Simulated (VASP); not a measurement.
A run of VASP 6.6.1 is set up as follows.

File INCAR:

```
PREC = Accurate ; ENCUT = 520
EDIFF = 1E-6 ; ISMEAR = 1
SIGMA = 0.15 ; LREAL = False
LASPH = True ; NELM = 100
ALGO = Normal ; ISIF = 2
LWAVE = False ; LCHARG = True
LELF = True ; LVHAR = True
NBANDS = 24
```

Contents of KPOINTS:

```
Automatic mesh
0
Gamma
  7 7 7
```

POSCAR

```
YB6
1.0
    4.1130000000      0.0000000000      0.0000000000
    0.0000000000      4.1130000000      0.0000000000
    0.0000000000      0.0000000000      4.1130000000
Y B
1 6
Direct
    0.0000000000      0.0000000000      0.0000000000
    0.2070000000      0.5000000000      0.5000000000
    0.5000000000      0.2070000000      0.5000000000
    0.7930000000      0.5000000000      0.5000000000
    0.5000000000      0.7930000000      0.5000000000
    0.5000000000      0.5000000000      0.2070000000
    0.5000000000      0.5000000000      0.7930000000
```

Potentials or basis: VASP PAW LDA potentials, release 64 (Y_sv, B).

Launch:

```bash
$ cat potpaw_LDA.64/Y_sv/POTCAR potpaw_LDA.64/B/POTCAR > POTCAR
$ mpirun -np 1 vasp_std > vasp.out
```

**Question.** Estimate the pressure.

**Answer.** -6.2 GPa.

**Question.** Estimate the largest force.

**Answer.** 1.980 eV/Å.

Forces in eV/Å, atoms in the order of the input:
```
Y    0.000  0.000  0.000
B   -1.980  0.000  0.000
B    0.000 -1.980  0.000
B    1.980  0.000  0.000
B    0.000  1.980  0.000
B    0.000  0.000 -1.980
B    0.000  0.000  1.980
```

Caveat: forces of over 1 eV/Å act on the atoms, so gaps and moduli don't describe the material at rest.
